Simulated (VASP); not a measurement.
Here is a VASP 6.6.1 calculation.

File INCAR:

```
SYSTEM = MgO
PREC     = Accurate       ! precision mode
ENCUT    = 520            ! plane-wave cutoff, eV
EDIFF    = 1E-6           ! SCF threshold, eV
ISMEAR   = 0              ! smearing method
SIGMA    = 0.05           ! smearing width, eV
LREAL    = .False.        ! projectors in reciprocal space
LASPH    = .True.         ! aspherical terms in the spheres
NELM     = 80             ! most SCF steps
ALGO     = Normal         ! electronic algorithm
ISIF     = 2              ! what is computed and relaxed
LWAVE    = .False.        ! write WAVECAR
LCHARG   = .False.        ! write CHGCAR
GGA      = PS             ! functional
NBANDS   = 11             ! bands
```

KPOINTS

```
Automatic mesh
0
Gamma
  10 10 10
  0 0 0
```

Contents of POSCAR:

```
MgO
1.0
    0.0000000000      2.0549060650      2.0549060650
    2.0549060650      0.0000000000      2.0549060650
    2.0549060650      2.0549060650      0.0000000000
Mg O
1 1
Direct
    0.0000000000      0.0000000000      0.0000000000
    0.5000000000      0.5000000000      0.5000000000
```

Potentials or basis: VASP PAW PBE potentials, release 64 (Mg, O).

Run with:

```sh
$ cat potpaw_PBE.64/Mg/POTCAR potpaw_PBE.64/O/POTCAR > POTCAR
$ mpirun -np 1 vasp_std > vasp.out
```

Estimate the pressure.

13.5 GPa.

What does it give for the band gap on the k mesh?

5.38 eV, direct.

Caveat: the PAW data sets were made with another functional, which shifts forces and pressure a little. Expect the measured gap to be larger: semilocal functionals such as PBEsol lack the derivative discontinuity.
